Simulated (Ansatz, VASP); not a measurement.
# AgCl: VASP beside Ansatz

INCAR

```
SYSTEM = AgCl
PREC = Accurate
ENCUT = 520
EDIFF = 1E-6
ISMEAR = 0
SIGMA = 0.05
LREAL = .False.
LASPH = .True.
NELM = 60
ALGO = Normal
ISIF = 2
LWAVE = .False.
LCHARG = .True.
GGA = PE
LELF = .True.
LVHAR = .True.
NBANDS = 16
```

The input KPOINTS:

```
regular mesh
0
Gamma
  10 10 10
  0 0 0
```

POSCAR

```
AgCl
1.0
    0.0000000000      2.5409273260      3.3032055238
    2.5409273260      0.0000000000      3.3032055238
    2.5409273260      2.5409273260      0.0000000000
Ag Cl
1 1
Direct
    0.5000000000      0.5000000000      0.5000000000
    0.0000000000      0.0000000000      0.0000000000
```

Input for Ansatz:

```yaml
crystal:
  lattice:
    - [0.0, 2.540927326, 3.3032055238]
    - [2.540927326, 0.0, 3.3032055238]
    - [2.540927326, 2.540927326, 0.0]
  atoms:
    - { symbol: Ag, position: [0.5, 0.5, 0.5] }
    - { symbol: Cl, position: [0.0, 0.0, 0.0] }
basis:
  ecutwfc: 420
kpoints:
  mp_grid: { grid: [10, 10, 10] }
hamiltonian:
  xc: pbe
scf:
  occupations: { method: gaussian, width: 0.05 }
output:
  forces: true
  stress: true
  eigenvalues: true
```

Alike in both runs: task single point; functional PBE; k mesh 10 × 10 × 10; occupations gaussian, width 0.05 eV; no spin polarisation.

|  | VASP | Ansatz |
| --- | --- | --- |
| version | VASP 6.6.1 | Ansatz 0.2.0 |
| potentials or method | VASP PAW PBE potentials, release 64 (Ag, Cl), cutoff 520 eV | scalar-relativistic, plane waves, PAW |
| valence electrons in the cell | 18 | 26 |

Ansatz gave:

```
gap on the k mesh at the Fermi level (eV)                     : 0.33
least direct gap on the mesh (eV)                             : 3.14
pressure (GPa)                                                : 7.9
traceless stress, the component that is largest in VASP (GPa) : -7.62
```

Q: Which values does VASP return?

A: gap on the k mesh at the Fermi level (eV): 0.33; least direct gap on the mesh (eV): 3.15; pressure (GPa): 7.8; traceless stress, the component that is largest in VASP (GPa): -7.54.

The functional is the same, so the differences come from potentials, cutoffs and numerics. VASP's potentials hold 18 valence electrons a cell and Ansatz's 26, so a difference there can come from the potentials and not from the codes.
